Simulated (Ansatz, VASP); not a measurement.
**Two plane-wave programs on Ir**

```
CELL_PARAMETERS angstrom
0.00000 1.90481 1.90481
1.90481 0.00000 1.90481
1.90481 1.90481 0.00000
ATOMIC_POSITIONS crystal
Ir 0.00000 0.00000 0.00000
```

Alike in both runs: functional LDA; k mesh 12 × 12 × 12; occupations gaussian, width 0.1 eV; no spin polarisation.

Ansatz relaxed the structure, and its values are those at the end. VASP's run is a single point on that final structure, the one shown.

|  | VASP | Ansatz |
| --- | --- | --- |
| version | VASP 6.6.1 | Ansatz 0.2.0 |
| potentials or method | VASP PAW LDA potentials, release 64 (Ir) | scalar-relativistic, plane waves, PAW |
| plane-wave cutoff (eV) | 500 | 420 |
| valence electrons in the cell | 9 | 17 |

```tsv
	VASP	Ansatz	Ansatz less VASP
gap on the k mesh at the Fermi level (eV)	none	none	-
pressure (GPa)	2.6	0.0	-2.60
```

LDA's correlation is that of Perdew and Zunger in VASP and of Perdew and Wang (1992) in Ansatz. A gap of «none» marks a metal or a gap that the smearing closes. VASP's potentials hold 9 valence electrons a cell and Ansatz's 17, so a difference there can come from the potentials and not from the codes.

Neither program's run includes spin-orbit coupling.
